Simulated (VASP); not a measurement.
Wanted: the native input for a VASP 6.6.1 run.

```
Task                   : single point
Functional             : LDA
Potentials or basis    : VASP PAW LDA potentials, release 64 (Mg_sv, O)
Cutoff                 : 840 eV
k mesh                 : 9 × 9 × 9
Occupations            : fermi-dirac, width 0.05 eV
Spin                   : no spin polarisation
Dipole correction      : no
Further INCAR settings : ALGO = Normal; EDIFF = 1e-06; NBANDS = 15
```

The structure of MgO lies in POSCAR:

```
MgO
1.0
    0.0000000000      2.1285000000      2.1285000000
    2.1285000000      0.0000000000      2.1285000000
    2.1285000000      2.1285000000      0.0000000000
Mg O
1 1
Direct
    0.0000000000      0.0000000000      0.0000000000
    0.5000000000      0.5000000000      0.5000000000
```

One way to write it, as run:

INCAR

```
SYSTEM = MgO
  ALGO = Normal
  EDIFF = 1E-6
  ENCUT = 840
  GGA = CA
  GGA_COMPAT = .False.
  ISIF = 2
  ISMEAR = -1
  LASPH = .True.
  LCHARG = .False.
  LREAL = .False.
  LWAVE = .False.
  NBANDS = 15
  NELM = 120
  PREC = Accurate
  SIGMA = 0.05
```

KPOINTS

```
k-points
0
Gamma
  9 9 9
  0 0 0
```

Potentials or basis: VASP PAW LDA potentials, release 64 (Mg_sv, O).

Run with:

```console
$ cat potpaw_LDA.64/Mg_sv/POTCAR potpaw_LDA.64/O/POTCAR > POTCAR
$ mpirun -np 1 vasp_std > vasp.out
```

Results of the run:

```
Pressure               : -10.0 GPa
Band gap on the k mesh : 4.37 eV
```

Caveat: the cell stands under tension.

Wall time 11 s on 1 thread of AMD EPYC 7R13 Processor (Zen 3) (shared host), peak memory 0.11 GiB.
